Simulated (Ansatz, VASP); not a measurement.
**Ga: VASP beside Ansatz**

```
CELL_PARAMETERS angstrom
1.47844 -4.14473 0.00000
1.47844 4.14473 0.00000
0.00000 0.00000 3.23217
ATOMIC_POSITIONS crystal
Ga 0.86700 0.13300 0.25000
Ga 0.13300 0.86700 0.75000
```

Change from the starting cell: volume scaled by 1.06, crystal datasets.

Alike in both runs: task electric field gradients; functional PBE; k mesh 15 × 15 × 13; occupations fermi-dirac, width 0.05 eV; no spin polarisation.

```csv
,VASP,Ansatz
version,VASP 6.6.1,Ansatz 0.2.0
potentials or method,"VASP PAW PBE potentials, release 64 (Ga_d), cutoff 520 eV","all-electron PAW with datasets made for the crystal, scalar-relativistic"
```

|  | VASP | Ansatz | Ansatz less VASP |
| --- | --- | --- | --- |
| pressure (GPa) | -1.1 | -1.2 | -0.07 |
| traceless stress, the component that is largest in VASP (GPa) | -1.41 | -1.40 | +0.011 |
| rms of the force components (eV/Å) | 0.096 | 0.095 | -0.0008 |
| size of Vzz on the site where it differs most (V/Å²) | 23.0 | 24.6 | +1.62 |

Atom by atom the forces differ by 0.001 eV/Å (rms over components). Ansatz ran all-electron here, and VASP with PAW potentials.
